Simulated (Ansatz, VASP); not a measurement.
CuO in VASP and in Ansatz

INCAR

```
ALGO = Normal ; EDIFF = 1E-7
ENCUT = 520 ; GGA = PE
ISIF = 2 ; ISMEAR = -1
LASPH = True ; LCHARG = False
LREAL = False ; LWAVE = False
NBANDS = 25 ; NELM = 100
PREC = Accurate ; SIGMA = 0.05
```

File KPOINTS:

```
k-points
0
Gamma
  10 10 5
```

POSCAR

```
CuO
1.0
    2.3208444354     -1.7410673622      0.0732887669
    2.3310922371      1.7550910862      0.0484675145
   -0.7127822728     -0.0392256208      5.1630374652
Cu O
2 2
Direct
    0.0142532200      0.4796454100      0.0604322300
    0.4708797100      0.1540682100      0.4741201700
    0.5692681500      0.2960328600      0.2639427200
    0.4455989200      0.5702535100      0.7015048700
```

The input input.yaml:

```yaml
crystal:
  lattice:
    - [2.3208444354, -1.7410673622, 0.0732887669]
    - [2.3310922371, 1.7550910862, 0.0484675145]
    - [-0.7127822728, -0.0392256208, 5.1630374652]
  atoms:
    - { symbol: Cu, position: [0.01425322, 0.47964541, 0.06043223] }
    - { symbol: Cu, position: [0.47087971, 0.15406821, 0.47412017] }
    - { symbol: O, position: [0.56926815, 0.29603286, 0.26394272] }
    - { symbol: O, position: [0.44559892, 0.57025351, 0.70150487] }
kpoints:
  mp_grid: { grid: [10, 10, 5] }
scf:
  occupations: { method: fermi_dirac, width: 0.05 }
hamiltonian:
  xc: pbe
  pseudopotentials: { kind: all_electron, lapw: { basis_error: 0.001 } }
output:
  forces: true
  stress: true
  eigenvalues: true
```

Change from the starting cell: volume scaled by 1.02.

Alike in both runs: task single point; functional PBE; k mesh 10 × 10 × 5; occupations fermi-dirac, width 0.05 eV; no spin polarisation.

|  | VASP | Ansatz |
| --- | --- | --- |
| version | VASP 6.6.1 | Ansatz 0.2.0 |
| potentials or method | VASP PAW PBE potentials, release 64 (Cu, O), cutoff 520 eV | all-electron LAPW, scalar-relativistic |

Ansatz gave:

```
gap on the k mesh at the Fermi level (eV)                     : none
pressure (GPa)                                                : 89.3
traceless stress, the component that is largest in VASP (GPa) : 73.11
rms of the force components (eV/Å)                            : 16.442
```

Task: Estimate VASP's values.

Result: gap on the k mesh at the Fermi level (eV): none; pressure (GPa): 85.9; traceless stress, the component that is largest in VASP (GPa): 71.62; rms of the force components (eV/Å): 15.639.

Atom by atom the forces differ by 0.836 eV/Å (rms over components). A gap of «none» marks a metal or a gap that the smearing closes. Both programs put the cell under a high pressure, so it lies far from rest at this level. Ansatz ran all-electron here, and VASP with PAW potentials.

Noted on VASP's run: the cell as given lies far from equilibrium.
